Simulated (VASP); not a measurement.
Runs of VASP 6.6.1 on PbSe. The structure is that of space group Fm-3m (No. 225), or close to it. The cells are those of the table. 

```csv
spin,cell,smearing,pressure (GPa),moment (μB)
"non-collinear, zero start, SOC","a = 4.315 Å, angles 60.0°, 2 atoms",fermi-dirac 0.01 eV,(a),0.00
off,"a = 4.315 Å, angles 60.0°, 2 atoms",gaussian 0.01 eV,0.0,-
"non-collinear, zero start, SOC","a = 4.337 Å, angles 60.0°, 2 atoms",fermi-dirac 0.01 eV,-1.0,0.00
"non-collinear, zero start, SOC","a = 4.294 Å, angles 60.0°, 2 atoms",fermi-dirac 0.01 eV,0.5,0.00
```

Alike in all rows: task single point; level PBEsol; potentials or basis VASP PAW PBE potentials, release 64 (Pb_d, Se); k mesh 12 × 12 × 12; cutoff (eV) 520.

**Question.** Fill in the values left out.

**Answer.** (a) -0.3.

Caveats: the PAW data sets were made with another functional, which shifts forces and pressure a little.
